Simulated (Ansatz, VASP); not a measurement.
## KF in VASP and in Ansatz

The input POSCAR:

```
KF
1.0
    3.2993498803      0.0000000000      0.0000000000
    0.0000000000      3.2993498803      0.0000000000
    0.0000000000      0.0000000000      3.1612316261
K F
1 1
Direct
    0.0000000000      0.0000000000      0.0000000000
    0.5000000000      0.5000000000      0.5000000000
```

File INCAR.step1:

```
  ALGO = Normal
  EDIFF = 1E-4
  ENCUT = 520
  GGA = PE
  ISMEAR = 0
  LASPH = True
  LCHARG = False
  LREAL = False
  LWAVE = True
  NBANDS = 15
  NELM = 80
  PREC = Accurate
  SIGMA = 0.01
```

File INCAR.step2:

```
  ALGO = Normal
  EDIFF = 1E-6
  ENCUT = 520
  ISIF = 2
  ISMEAR = 0
  ISTART = 1
  LASPH = True
  LCHARG = False
  LMIXTAU = True
  LREAL = False
  LWAVE = False
  METAGGA = R2SCAN
  NBANDS = 15
  NELM = 80
  PREC = Accurate
  SIGMA = 0.01
```

The input KPOINTS:

```
k-points
0
Gamma
  8 8 8
```

Input for Ansatz:

```yaml
crystal:
  lattice:
    - [3.2993498803, 0.0, 0.0]
    - [0.0, 3.2993498803, 0.0]
    - [0.0, 0.0, 3.1612316261]
  atoms:
    - { symbol: K, position: [0.0, 0.0, 0.0] }
    - { symbol: F, position: [0.5, 0.5, 0.5] }
kpoints:
  mp_grid: { grid: [8, 8, 8] }
  band_path:
    path: [[0.0, 0.0, 0.0], [0.0, 0.5, 0.0], [0.5, 0.5, 0.0], [0.5, 0.5, 0.5]]
    npoints: 1
hamiltonian:
  xc: r2scan
scf:
  occupations: { method: fixed }
  n_extra_bands: 4
output:
  forces: true
  stress: true
  eigenvalues: true
```

Change from the starting cell: epitaxial_xy strain +3.8%.

Alike in both runs: task single point; functional r2SCAN; k mesh 8 × 8 × 8; no spin polarisation.

|  | VASP | Ansatz |
| --- | --- | --- |
| version | VASP 6.6.1 | Ansatz 0.2.0 |
| potentials or method | VASP PAW PBE potentials, release 64 (K_sv, F) | plane waves, PAW |
| plane-wave cutoff (eV) | 520 | 500 |
| occupations | gaussian, width 0.01 eV | fixed |
| valence electrons in the cell | 16 | 16 |

|  | VASP | Ansatz | Ansatz less VASP |
| --- | --- | --- | --- |
| gap on the k mesh at the Fermi level (eV) | 7.08 | 7.08 | -0.002 |
| pressure (GPa) | -2.5 | -2.4 | +0.05 |
| traceless stress, the component that is largest in VASP (GPa) | 2.47 | 2.47 | -0.002 |

VASP's potentials were made for PBE, not for r2SCAN.
